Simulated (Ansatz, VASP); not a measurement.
**CaO: VASP beside Ansatz**

```
Ca O
1.0
     0.00918    2.44900    2.44900
     2.44900    0.00918    2.44900
     2.45818    2.45818    0.00000
Ca O
1 1
Direct
  0.00000 0.00000 0.00000
  0.50000 0.50000 0.50000
```

Change from the starting cell: strain +0.0075 x Voigt [0, 0, 0, 0, 0, 1], atoms carried along.

Alike in both runs: task single point; functional PBE; k mesh 8 × 8 × 8; occupations gaussian, width 0.05 eV; no spin polarisation.

```csv
,VASP,Ansatz
version,VASP 6.6.1,Ansatz 0.2.0
potentials or method,"VASP PAW PBE potentials, release 64 (Ca_sv, O), cutoff 520 eV","scalar-relativistic, plane waves, PAW"
valence electrons in the cell,16,16
```

|  | VASP | Ansatz | Ansatz less VASP |
| --- | --- | --- | --- |
| gap on the k mesh at the Fermi level (eV) | 3.63 | 3.65 | +0.017 |
| least direct gap on the mesh (eV) | 4.01 | 4.03 | +0.017 |
| pressure (GPa) | -3.6 | -4.0 | -0.44 |
| traceless stress, the component that is largest in VASP (GPa) | -0.56 | -0.56 | -0.004 |

With one functional, cell and mesh, what is left measures potentials, basis and numerics.
